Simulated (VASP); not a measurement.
# SnO2 (Cassiterite) in VASP: notebook

The runs below take SnO2 (Cassiterite) through single point, with LDA, PBE, r2SCAN, PBEsol.

All numbers are computed with VASP 6.6.1; they aren't measurements. Logs are shortened: lines on timing, memory, paths and dates and some standing lists are left out, and cuts for length are marked.

## Step 1: The cell of the first run

The structure is tetragonal, space group P4_2/mnm (No. 136). The conventional cell has a = 4.738 Å, b = 4.738 Å, c = 3.187 Å, α = 90.00°, β = 90.00°, γ = 90.00°. Sn (site symmetry mmm) has 6 O at 2.05 to 2.06 Å within 2.7 Å. O (site symmetry m2m) has 3 Sn at 2.05 to 2.06 Å and 1 O at 2.59 Å within 2.7 Å.

## Step 2: Single point, LDA

INCAR

```
ALGO     = Normal         # electronic algorithm
EDIFF    = 1E-6           # SCF threshold, eV
ENCUT    = 520            # plane-wave cutoff, eV
GGA      = CA             # functional
ISIF     = 2              # what is computed and relaxed
ISMEAR   = -1             # smearing method
LASPH    = True           # aspherical terms in the spheres
LCHARG   = False          # write CHGCAR
LREAL    = False          # projectors in reciprocal space
LWAVE    = False          # write WAVECAR
NBANDS   = 35             # bands
NELM     = 80             # most SCF steps
PREC     = Accurate       # precision mode
SIGMA    = 0.05           # smearing width, eV
```

KPOINTS

```
k-points
0
Gamma
  6 6 8
```

POSCAR

```
SnO2
1.0
    4.7380000000      0.0000000000      0.0000000000
    0.0000000000      4.7380000000      0.0000000000
    0.0000000000      0.0000000000      3.1865000000
Sn O
2 4
Direct
    0.5000000000      0.5000000000      0.5000000000
    0.0000000000      0.0000000000      0.0000000000
    0.8071000000      0.1929000000      0.5000000000
    0.6929000000      0.6929000000      0.0000000000
    0.1929000000      0.8071000000      0.5000000000
    0.3071000000      0.3071000000      0.0000000000
```

Potentials or basis: VASP PAW LDA potentials, release 64 (Sn_d, O).

Started as:

```sh
cat potpaw_LDA.64/Sn_d/POTCAR potpaw_LDA.64/O/POTCAR > POTCAR
mpirun -np 1 vasp_std > vasp.out
```

OUTCAR:

```text
EDIFF = 1E-6
   ENCUT = 520
   GGA = CA
   ISIF = 2
   ISMEAR = -1
   LASPH = True
   LREAL = False
   NELM = 80
   PREC = Accurate

 ion  position               nearest neighbor table
   1  0.500  0.500  0.500-   4 2.05   6 2.05   4 2.05   6 2.05   5 2.06   3 2.06   2 3.71   2 3.71
                             2 3.71   2 3.71   2 3.71   2 3.71   2 3.71   2 3.71
   2  0.000  0.000  0.000-   3 2.05   5 2.05   3 2.05   5 2.05   4 2.06   6 2.06   1 3.71   1 3.71
                             1 3.71   1 3.71   1 3.71   1 3.71   1 3.71   1 3.71
   3  0.807  0.193  0.500-   2 2.05   2 2.05   1 2.06
   4  0.693  0.693  0.000-   1 2.05   1 2.05   2 2.06
   5  0.193  0.807  0.500-   2 2.05   2 2.05   1 2.06
   6  0.307  0.307  0.000-   1 2.05   1 2.05   2 2.06

  LATTYP: Found a simple tetragonal cell.
 ALAT       =     4.7380000000
 C/A-ratio  =     0.6725411566

  Lattice vectors:

 A1 = (   4.7380000000,   0.0000000000,   0.0000000000)
 A2 = (   0.0000000000,   4.7380000000,   0.0000000000)
 A3 = (   0.0000000000,   0.0000000000,   3.1865000000)

Analysis of symmetry for initial positions (statically):
=====================================================================
 Subroutine PRICEL returns:
 Original cell was already a primitive cell.

 Routine SETGRP: Setting up the symmetry group for a
 simple tetragonal supercell.

 Subroutine GETGRP returns: Found 16 space group operations
 (whereof  8 operations were pure point group operations)
 out of a pool of 16 trial point group operations.

The static configuration has the point symmetry D_2h.
 The point group associated with its full space group is D_4h.

Analysis of symmetry for dynamics (positions and initial velocities):
=====================================================================
 Subroutine PRICEL returns:
 Original cell was already a primitive cell.

 Routine SETGRP: Setting up the symmetry group for a
 simple tetragonal supercell.

 Subroutine GETGRP returns: Found 16 space group operations
 (whereof  8 operations were pure point group operations)
 out of a pool of 16 trial point group operations.

The dynamic configuration has the point symmetry D_2h.
 The point group associated with its full space group is D_4h.

 Subroutine INISYM returns: Found 16 space group operations
 (whereof  8 operations are pure point group operations),
 and found     1 'primitive' translations

----------------------------------------------------------------------------------------

                                     Primitive cell

  volume of cell :      71.5326

  direct lattice vectors                    reciprocal lattice vectors
     4.738000000  0.000000000  0.000000000     0.211059519  0.000000000  0.000000000
     0.000000000  4.738000000  0.000000000     0.000000000  0.211059519  0.000000000
     0.000000000  0.000000000  3.186500000     0.000000000  0.000000000  0.313823945

  length of vectors
     4.738000000  4.738000000  3.186500000     0.211059519  0.211059519  0.313823945

  position of ions in fractional coordinates (direct lattice)
     0.500000000  0.500000000  0.500000000
     0.000000000  0.000000000  0.000000000
     0.807100000  0.192900000  0.500000000
     0.692900000  0.692900000  0.000000000
     0.192900000  0.807100000  0.500000000
     0.307100000  0.307100000  0.000000000

  ion indices of the primitive-cell ions
   primitive index   ion index
                 1           1
                 2           2
                 3           3
                 4           4
                 5           5
                 6           6

----------------------------------------------------------------------------------------

 KPOINTS: k-points

Automatic generation of k-mesh.
 Grid dimensions read from file:
 generate k-points for:    6    6    8

 Generating k-lattice:

  Cartesian coordinates                     Fractional coordinates (reciprocal lattice)
     0.035176586  0.000000000  0.000000000     0.166666667  0.000000000  0.000000000
[... 49 lines left out ...]

 number of electron      51.9999993 magnetization

 Free energy of the ion-electron system (eV)
  ---------------------------------------------------
  ext. energy  EPLUGINS =         0.00000000
  ---------------------------------------------------
  free energy    TOTEN  =       -42.27796916 eV

  energy without entropy =      -42.27796906  energy(sigma->0) =      -42.27796911

 E-fermi :   6.4602     XC(G=0): -11.7993

 val. band max:        5.8655962675   @ k =   0.0000   0.0000   0.0000
 cond. band min:       7.0344187779   @ k =   0.0000   0.0000   0.0000
 fundamental gap:      1.1688225104
 Fermi energy:         6.4602429427

 k-point     1 :       0.0000    0.0000    0.0000
  band No.  band energies     occupation
      1     -15.1398      2.00000
      2     -14.3940      2.00000
      3     -14.0999      2.00000
      4     -14.0846      2.00000
      5     -14.0846      2.00000
      6     -13.9873      2.00000
[... 27 lines left out ...]
     34      17.6950      0.00000
     35      18.1647      0.00000

 k-point     2 :       0.1667    0.0000    0.0000
  band No.  band energies     occupation
      1     -15.0980      2.00000
      2     -14.4400      2.00000
      3     -14.0993      2.00000
      4     -14.0827      2.00000
      5     -14.0826      2.00000
      6     -14.0239      2.00000
[... 27 lines left out ...]
     34      17.6951      0.00000
     35      18.1252      0.00000

 k-point     3 :       0.3333    0.0000    0.0000
  band No.  band energies     occupation
      1     -14.9771      2.00000
      2     -14.5890      2.00000
      3     -14.0972      2.00000
      4     -14.0788      2.00000
      5     -14.0786      2.00000
      6     -14.0722      2.00000
[... 27 lines left out ...]
     34      17.8173      0.00000
     35      18.0827      0.00000
[... 723 lines left out ...]
 k-point    23 :       0.3333    0.0000    0.2500
  band No.  band energies     occupation
      1     -14.8538      2.00000
      2     -14.7134      2.00000
      3     -14.3891      2.00000
      4     -14.1688      2.00000
      5     -13.9845      2.00000
      6     -13.9759      2.00000
[... 27 lines left out ...]
     34      17.8372      0.00000
     35      18.0486      0.00000

 k-point    24 :       0.5000    0.0000    0.2500
  band No.  band energies     occupation
      1     -14.8044      2.00000
      2     -14.8044      2.00000
      3     -14.2662      2.00000
      4     -14.2662      2.00000
      5     -13.9787      2.00000
      6     -13.9787      2.00000
[... 27 lines left out ...]
     34      18.0412      0.00000
     35      18.1865      0.00000

 [... further k-points ...]

------------------------ aborting loop because EDIFF is reached ----------------------------------------

  FORCE on cell =-STRESS in cart. coord.  units (eV):
  Direction    XX          YY          ZZ          XY          YZ          ZX
  --------------------------------------------------------------------------------------
  -------------------------------------------------------------------------------------
  Total       -0.0836774     -0.0836774      0.6087999     -0.0000000      0.0000000      0.0000000
  in kB       -1.8741941     -1.8741941     13.6358152     -0.0000000      0.0000000      0.0000000
  external PRESSURE =       3.2958090 kB  Pullay stress =       0.0000000 kB

 VOLUME and BASIS-vectors are now :
 -----------------------------------------------------------------------------
  energy-cutoff  :      520.00
  volume of cell :       71.53
      direct lattice vectors                 reciprocal lattice vectors
     4.738000000  0.000000000  0.000000000     0.211059519  0.000000000  0.000000000
     0.000000000  4.738000000  0.000000000     0.000000000  0.211059519  0.000000000
     0.000000000  0.000000000  3.186500000     0.000000000  0.000000000  0.313823945

 POSITION                                       TOTAL-FORCE (eV/Angst)
 -----------------------------------------------------------------------------------
      2.36900      2.36900      1.59325         0.000000     -0.000000      0.000000
      0.00000      0.00000      0.00000         0.000000     -0.000000      0.000000
      3.82404      0.91396      1.59325        -0.127875      0.127875      0.000000
      3.28296      3.28296      0.00000         0.127875      0.127875      0.000000
      0.91396      3.82404      1.59325         0.127875     -0.127875      0.000000
      1.45504      1.45504      0.00000        -0.127875     -0.127875      0.000000
 -----------------------------------------------------------------------------------
    total drift:                               -0.000000      0.000000      0.000000

  FREE ENERGIE OF THE ION-ELECTRON SYSTEM (eV)
  ---------------------------------------------------
  free  energy   TOTEN  =       -42.2779691585 eV

  energy  without entropy=      -42.2779690636  energy(sigma->0) =      -42.27796911
```

Run time: 34 s. Hardware: 1 thread of Intel Xeon Platinum 8481C at 2.70GHz (Sapphire Rapids), shared host; peak memory 0.22 GiB.

Results:

```yaml
Free_energy: -42.2780 eV
Pressure: 0.3 GPa
Largest_force: 0.181 eV/Å
Band_gap_on_the_k_mesh: 1.17 eV, direct
```

Forces on the atoms (eV/Å):
```
Sn   0.000  0.000  0.000
Sn   0.000  0.000  0.000
O   -0.128  0.128  0.000
O    0.128  0.128  0.000
O    0.128 -0.128  0.000
O   -0.128 -0.128  0.000
```

Stress tensor (GPa, compression positive):
```
-0.19  0.00  0.00
 0.00 -0.19  0.00
 0.00  0.00  1.36
```

Caveat: spin-orbit coupling is left out, which moves the levels of the heavy elements.

## Step 3: Single point, PBE

This run uses another cell than the first one, of 12.58 Å³/atom, 1.055 times its volume.

INCAR

```
ALGO = Normal
EDIFF = 1E-6
ENCUT = 520
GGA = PE
ISIF = 2
ISMEAR = -1
LASPH = T
LCHARG = T
LELF = T
LREAL = F
LVHAR = T
LWAVE = F
NBANDS = 35
NELM = 80
PREC = Accurate
SIGMA = 0.05
```

KPOINTS is that of step 2.

POSCAR

```
SnO2
1.0
    4.8270053388      0.0000000000      0.0000000000
    0.0000000000      4.8270053388      0.0000000000
    0.0000000000      0.0000000000      3.2382817496
Sn O
2 4
Direct
    0.5000000000      0.5000000000      0.5000000000
    0.0000000000      0.0000000000      0.0000000000
    0.8065725186      0.1934274814      0.5000000000
    0.6934274814      0.6934274814      0.0000000000
    0.1934274814      0.8065725186      0.5000000000
    0.3065725186      0.3065725186      0.0000000000
```

Potentials or basis: VASP PAW PBE potentials, release 64 (Sn_d, O).

Started as:

```sh
cat potpaw_PBE.64/Sn_d/POTCAR potpaw_PBE.64/O/POTCAR > POTCAR
mpirun -np 1 vasp_std > vasp.out
```

Run time: 40 s. Hardware: 1 thread of Intel Xeon Platinum 8481C at 2.70GHz (Sapphire Rapids), shared host; peak memory 0.24 GiB.

Results (log left out):

```yaml
Free_energy: -37.3109 eV
Pressure: 0.6 GPa
Largest_force: 0.016 eV/Å
Band_gap_on_the_k_mesh: 0.67 eV, direct
```

Forces on the atoms (eV/Å):
```
Sn   0.000  0.000  0.000
Sn   0.000  0.000  0.000
O   -0.011  0.011  0.000
O    0.011  0.011  0.000
O    0.011 -0.011  0.000
O   -0.011 -0.011  0.000
```

Stress tensor (GPa, compression positive):
```
0.54 0.00 0.00
0.00 0.54 0.00
0.00 0.00 0.81
```

Levels at points of the mesh, in eV from the valence-band top:
```tsv
k point	band 24	band 25	band 26	band 27	band 28	band 29
(0.00, 0.00, 0.00)	-0.74	-0.74	0.00	0.67	5.69	6.06
(0.50, 0.00, 0.00)	-1.21	-0.61	-0.61	3.88	3.88	6.80
(0.50, 0.50, 0.00)	-1.33	-0.85	-0.85	4.27	4.27	7.15
(0.00, 0.00, 0.50)	-1.53	-1.18	-1.18	5.59	5.59	9.36
(0.50, 0.00, 0.50)	-1.02	-0.75	-0.75	5.85	5.85	7.61
(0.50, 0.50, 0.50)	-0.92	-0.78	-0.78	4.35	4.35	8.61
```

Caveat: spin-orbit coupling is left out, which moves the levels of the heavy elements.

## Step 4: Single point, r2SCAN

This run uses another cell than the first one, of 12.09 Å³/atom, 1.014 times its volume.

POSCAR

```
SnO2
1.0
    4.7599486815      0.0000000000      0.0000000000
    0.0000000000      4.7599486815      0.0000000000
    0.0000000000      0.0000000000      3.2008052823
Sn O
2 4
Direct
    0.5000000000      0.5000000000      0.5000000000
    0.0000000000      0.0000000000      0.0000000000
    0.8059108891      0.1940891109      0.5000000000
    0.6940891109      0.6940891109      0.0000000000
    0.1940891109      0.8059108891      0.5000000000
    0.3059108891      0.3059108891      0.0000000000
```

INCAR.step1

```
SYSTEM = SnO2
  ALGO = Normal
  EDIFF = 1E-4
  ENCUT = 520
  GGA = PE
  ISMEAR = -1
  LASPH = .True.
  LCHARG = .False.
  LREAL = .False.
  LWAVE = .True.
  NBANDS = 35
  NELM = 60
  PREC = Accurate
  SIGMA = 0.05
```

INCAR.step2

```
SYSTEM = SnO2
  ALGO = Normal
  EDIFF = 1E-6
  ENCUT = 520
  ISIF = 2
  ISMEAR = -1
  ISTART = 1
  LASPH = .True.
  LCHARG = .False.
  LMIXTAU = .True.
  LREAL = .False.
  LWAVE = .False.
  METAGGA = R2SCAN
  NBANDS = 35
  NELM = 60
  PREC = Accurate
  SIGMA = 0.05
```

KPOINTS

```
k-points
0
Gamma
  6 6 8
  0 0 0
```

Started as:

```sh
cat potpaw_PBE.64/Sn_d/POTCAR potpaw_PBE.64/O/POTCAR > POTCAR
cp INCAR.step1 INCAR
mpirun -np 1 vasp_std > vasp.out
cp INCAR.step2 INCAR
mpirun -np 1 vasp_std > vasp.out
```

Run time: 2.2 min. Hardware: 1 thread of Intel Xeon Platinum 8481C at 2.70GHz (Sapphire Rapids), shared host; peak memory 0.24 GiB.

The run converged. Its results:

```
Free energy            : -84.6296 eV
Pressure               : 1.1 GPa
Largest force          : 0.028 eV/Å
Band gap on the k mesh : 1.79 eV, direct
```

Forces in eV/Å, atoms in the order of the input:
```
Sn   0.000  0.000  0.000
Sn   0.000  0.000  0.000
O   -0.020  0.020  0.000
O    0.020  0.020  0.000
O    0.020 -0.020  0.000
O   -0.020 -0.020  0.000
```

Stress tensor (GPa, compression positive):
```
0.92 0.00 0.00
0.00 0.92 0.00
0.00 0.00 1.43
```

Levels at points of the mesh, in eV from the valence-band top:
```
           k point  band 24  band 25  band 26  band 27  band 28  band 29
(0.00, 0.00, 0.00)    -0.78    -0.78     0.00     1.79     6.81     7.05
(0.50, 0.00, 0.00)    -1.17    -0.62    -0.62     5.00     5.00     7.81
(0.50, 0.50, 0.00)    -1.30    -0.92    -0.92     5.44     5.44     8.22
(0.00, 0.00, 0.50)    -1.67    -1.27    -1.27     6.87     6.87    10.53
(0.50, 0.00, 0.50)    -1.11    -0.69    -0.69     7.15     7.15     8.85
(0.50, 0.50, 0.50)    -0.96    -0.85    -0.85     5.52     5.52     9.65
```

Caveat: the PAW data sets were made with another functional, which shifts forces and pressure a little; spin-orbit coupling is left out, which moves the levels of the heavy elements.

## Step 5: Single point, PBEsol (atoms moved at random)

INCAR

```
SYSTEM = SnO2
PREC     = Accurate       ! precision mode
ENCUT    = 520            ! plane-wave cutoff, eV
EDIFF    = 1E-7           ! SCF threshold, eV
ISMEAR   = -1             ! smearing method
SIGMA    = 0.05           ! smearing width, eV
LREAL    = .False.        ! projectors in reciprocal space
LASPH    = .True.         ! aspherical terms in the spheres
NELM     = 100            ! most SCF steps
ALGO     = Normal         ! electronic algorithm
ISIF     = 2              ! what is computed and relaxed
LWAVE    = .False.        ! write WAVECAR
LCHARG   = .False.        ! write CHGCAR
GGA      = PS             ! functional
NBANDS   = 35             ! bands
```

KPOINTS

```
regular mesh
0
Gamma
  6 6 8
  0 0 0
```

POSCAR

```
SnO2
1.0
    4.7380000000      0.0000000000      0.0000000000
    0.0000000000      4.7380000000      0.0000000000
    0.0000000000      0.0000000000      3.1865000000
Sn O
2 4
Direct
    0.5013560000      0.5095060000      0.4974570000
   -0.0097630000      0.0061470000     -0.0017750000
    0.8074240000      0.1947060000      0.5055470000
    0.6973130000      0.6992190000      0.0034190000
    0.2080690000      0.8122900000      0.5098610000
    0.3084520000      0.3064930000     -0.0123700000
```

Started as:

```sh
cat potpaw_PBE.64/Sn_d/POTCAR potpaw_PBE.64/O/POTCAR > POTCAR
mpirun -np 1 vasp_std > vasp.out
```

Run time: 10 min. Hardware: 1 thread of Oxide Virtual Turin-like, shared host; peak memory 0.35 GiB.

The run converged. Its results:

- Free energy: -39.5321 eV
- Pressure: 5.4 GPa
- Largest force: 1.718 eV/Å
- Band gap on the k mesh: 1.07 eV, direct

Forces in eV/Å, atoms in the order of the input:
```
Sn  -0.233 -0.822 -0.073
Sn   1.617 -0.213  0.540
O   -0.471  0.541 -0.433
O    0.026 -0.290 -0.135
O   -1.002  0.657 -0.404
O    0.063  0.127  0.505
```

Stress tensor (GPa, compression positive):
```
 4.52 -0.19 -0.56
-0.19  5.24 -0.81
-0.56 -0.81  6.41
```

Levels at points of the mesh, in eV from the valence-band top:
```csv
k point,band 24,band 25,band 26,band 27,band 28,band 29
"(0.00, 0.00, 0.00)",-0.88,-0.84,0.00,1.07,5.93,6.09
"(0.50, 0.00, 0.00)",-1.10,-0.90,-0.44,4.24,4.33,6.80
"(0.00, 0.50, 0.00)",-1.21,-0.72,-0.65,4.25,4.35,6.89
"(0.50, 0.50, 0.00)",-1.32,-0.96,-0.94,4.73,4.76,7.29
"(0.00, 0.00, 0.50)",-1.78,-1.28,-1.21,5.94,6.08,9.34
"(0.50, 0.00, 0.50)",-1.10,-0.78,-0.77,6.17,6.40,7.79
"(0.00, 0.50, 0.50)",-1.19,-0.71,-0.70,6.22,6.32,7.75
"(0.50, 0.50, 0.50)",-1.12,-0.77,-0.76,4.57,4.62,8.68
```

Caveat: the cell differs from its parent crystal (atoms moved at random); the PAW data sets were made with another functional, which shifts forces and pressure a little; spin-orbit coupling is left out, which moves the levels of the heavy elements.

## Step 6: The runs side by side

| level | potentials or basis | cell | gap on the mesh (eV) | pressure (GPa) | largest force (eV/Å) |
| --- | --- | --- | --- | --- | --- |
| LDA | VASP PAW LDA potentials, release 64 (Sn_d, O) | a = 4.738, b = 4.738, c = 3.187 Å, 6 atoms | 1.17 | 0.3 | 0.18 |
| PBE | VASP PAW PBE potentials, release 64 (Sn_d, O) | a = 4.827, b = 4.827, c = 3.238 Å, 6 atoms | 0.67 | 0.6 | 0.02 |
| r2SCAN | VASP PAW PBE potentials, release 64 (Sn_d, O) | a = 4.760, b = 4.760, c = 3.201 Å, 6 atoms | 1.79 | 1.1 | 0.03 |
| PBEsol | VASP PAW PBE potentials, release 64 (Sn_d, O) | a = 4.738, b = 4.738, c = 3.187 Å, 6 atoms | 1.07 | 5.4 | 1.72 |

Some of these runs hold the atoms at other places in the same cell, which the table doesn't show; runs alike in all that it shows share one row.

Alike in all rows: task single point; no spin polarisation; k mesh 6 × 6 × 8; cutoff (eV) 520; smearing fermi-dirac 0.05 eV.

Caveats: spin-orbit coupling is left out, which moves the levels of the heavy elements; the PAW data sets were made with another functional, which shifts forces and pressure a little (some runs).

Absolute energies hang on the potentials; compare differences alone.
